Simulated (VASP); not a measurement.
Wanted: the native input for a VASP 6.6.1 run.

| Item | Value |
| --- | --- |
| Task | relaxation of cell and atoms |
| Functional | revPBE |
| Potentials or basis | VASP PAW PBE potentials, release 64 (In_d) |
| Cutoff | 600 eV |
| k mesh | 12 × 12 × 12 |
| Occupations | fermi-dirac, width 0.1 eV |
| Spin | no spin polarisation |
| Dipole correction | no |
| Further INCAR settings | ALGO = Normal; EDIFF = 1e-06; IBRION = 2; EDIFFG = -0.01; NSW = 80; ISIF = 3 |

The structure of In lies in POSCAR:

```
In
1.0
   -1.8696844469      1.8696844469      1.8696844469
    1.8696844469     -1.8696844469      1.8696844469
    1.8696844469      1.8696844469     -1.8696844469
In
1
Direct
    0.0000000000      0.0000000000      0.0000000000
```

One way to write it, as run:

INCAR

```
ALGO = Normal ; EDIFF = 1E-6
EDIFFG = -0.01 ; ENCUT = 600
GGA = RE ; IBRION = 2
ISIF = 3 ; ISMEAR = -1
LASPH = T ; LCHARG = F
LREAL = F ; LWAVE = F
NELM = 80 ; NSW = 80
PREC = Accurate ; SIGMA = 0.1
```

KPOINTS

```
k-points
0
Gamma
  12 12 12
```

Potentials or basis: VASP PAW PBE potentials, release 64 (In_d).

Launch:

```sh
$ cat potpaw_PBE.64/In_d/POTCAR > POTCAR
$ mpirun -np 1 vasp_std > vasp.out
```

Results of the run:

```json
{
 "Relaxed volume": "28.78 Å³/atom",
 "Relaxed cell": "a = 3.344 Å, b = 3.344 Å, c = 3.344 Å, α = 109.47°, β = 109.47°, γ = 109.47°",
 "Space group after relaxing (to 0.05 Å)": "Im-3m (No. 229)",
 "Energy gained by relaxing": "27.8 meV/atom",
 "Ionic steps": "3",
 "Pressure after relaxing": "0.0 GPa"
}
```

Caveat: the PAW data sets were made with another functional, which shifts forces and pressure a little.

Wall time 2 min on 1 thread of Intel Xeon 8259CL, on a shared host, peak memory 0.18 GiB.
